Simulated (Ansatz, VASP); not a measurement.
**One calculation of Al2MoN3, two programs**

```
Al Mo N
1.0
     5.18768    0.00000    0.00000
    -2.59384    4.49266    0.00000
     0.00000    0.00000    2.63681
Al Mo N
2 1 3
Direct
  0.33333 0.66667 0.50000
  0.66667 0.33333 0.50000
  0.00000 0.00000 0.50000
  0.50000 0.50000 0.00000
  0.50000 0.00000 0.00000
  0.00000 0.50000 0.00000
```

Change from the starting cell: species swapped into the LuB2Rh3 type (P6/mmm, No. 191).

Alike in both runs: functional PBE; k mesh 6 × 6 × 6; occupations gaussian, width 0.1 eV; collinear spin.

Ansatz relaxed the structure, and its values are those at the end. VASP's run is a single point on that final structure, the one shown.

|  | VASP | Ansatz |
| --- | --- | --- |
| version | VASP 6.6.1 | Ansatz 0.2.0 |
| potentials or method | VASP PAW PBE potentials, release 64 (Al, Mo_sv, N), cutoff 520 eV | scalar-relativistic, plane waves, PAW |
| valence electrons in the cell | 35 | 35 |

|  | VASP | Ansatz | Ansatz less VASP |
| --- | --- | --- | --- |
| gap on the k mesh at the Fermi level (eV) | none | none | - |
| pressure (GPa) | -0.1 | 0.0 | +0.13 |
| net moment per atom (μB) | 0.16 | 0.16 | +0.001 |
| size of the moment on the site where the two differ most (μB) | 1.05 | 0.92 | -0.127 |

Site moments also hang on the region over which each program counts them. A gap of «none» marks a metal or a gap that the smearing closes. The functional is the same, so the differences come from potentials, cutoffs and numerics.

The k mesh is coarse, so the values compare programs but aren't converged.
